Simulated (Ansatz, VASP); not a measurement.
**Re in VASP and in Ansatz**

```
Re
1.0
     2.65395    0.00000    0.00000
    -1.32698    2.29839    0.00000
     0.00000    0.00000    4.24363
Re
2
Direct
  0.33333 0.66667 0.25000
  0.66667 0.33333 0.75000
```

Change from the starting cell: volume scaled by 1.06, crystal datasets.

Alike in both runs: task electric field gradients; functional LDA; k mesh 14 × 14 × 8; occupations fermi-dirac, width 0.05 eV; no spin polarisation.

|  | VASP | Ansatz |
| --- | --- | --- |
| version | VASP 6.6.1 | Ansatz 0.2.0 |
| potentials or method | VASP PAW LDA potentials, release 64 (Re), cutoff 520 eV | all-electron PAW with datasets made for the crystal, scalar-relativistic |

```tsv
	VASP	Ansatz	Ansatz less VASP
pressure (GPa)	55.1	51.4	-3.69
traceless stress, the component that is largest in VASP (GPa)	3.92	4.03	+0.117
size of Vzz on the site where it differs most (V/Å²)	101.1	82.5	-18.67
```

LDA's correlation is that of Perdew and Zunger in VASP and of Perdew and Wang (1992) in Ansatz. Both programs put the cell under a high pressure, so it lies far from rest at this level. Ansatz ran all-electron here, and VASP with PAW potentials.

Neither program's run includes spin-orbit coupling.
